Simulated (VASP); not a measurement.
Crystal: HfSi5.

```
Hf Si
1.0
     0.00000    3.66146    3.66146
     3.66146    0.00000    3.66146
     3.66146    3.66146    0.00000
Hf Si
1 5
Direct
  0.50000 0.50000 0.50000
  0.37197 0.87601 0.87601
  0.87601 0.87601 0.87601
  0.25000 0.25000 0.25000
  0.87601 0.87601 0.37197
  0.87601 0.37197 0.87601
```

The cell was built from a structure type or drawn by symmetry, and may not be a known phase.

- Program: VASP 6.6.1
- Task: relaxation of cell and atoms
- Functional: PBE
- Potentials or basis: VASP PAW PBE potentials, release 64 (Hf_pv, Si)
- Cutoff: 600 eV
- k mesh: 4 × 4 × 4
- Occupations: gaussian, width 0.1 eV
- Spin: no spin polarisation

At the start: pressure -8.7 GPa; volume 16.36 Å³/atom.

Question: How do energy, volume and symmetry change on relaxing?

Answer: Over 5 steps the energy falls by 47.7 meV/atom and the volume is 14.82 Å³/atom (-9.4 %); space group F-43m (No. 216, to 0.1 Å) before and after.

Step by step:
```csv
step,energy change (eV),largest force (eV/Å),pressure (GPa),volume (Å³)
1,0.0000,0.0298,-8.74,98.17
2,-0.2414,0.3586,4.25,86.02
3,-0.2799,0.2472,0.02,88.97
4,-0.2798,0.2409,-0.21,89.15
5,-0.2861,0.0363,-0.13,88.94
```

Final structure:
```
CELL_PARAMETERS angstrom
0.00000 3.54291 3.54291
3.54291 0.00000 3.54291
3.54291 3.54291 0.00000
ATOMIC_POSITIONS crystal
Hf 0.50000 0.50000 0.50000
Si 0.37441 0.87520 0.87520
Si 0.87520 0.87520 0.87520
Si 0.25000 0.25000 0.25000
Si 0.87520 0.87520 0.37441
Si 0.87520 0.37441 0.87520
```

Caveat: the k points lie up to 0.38 Å⁻¹ apart in the final cell, too coarse for converged energies and pressures of a metal.
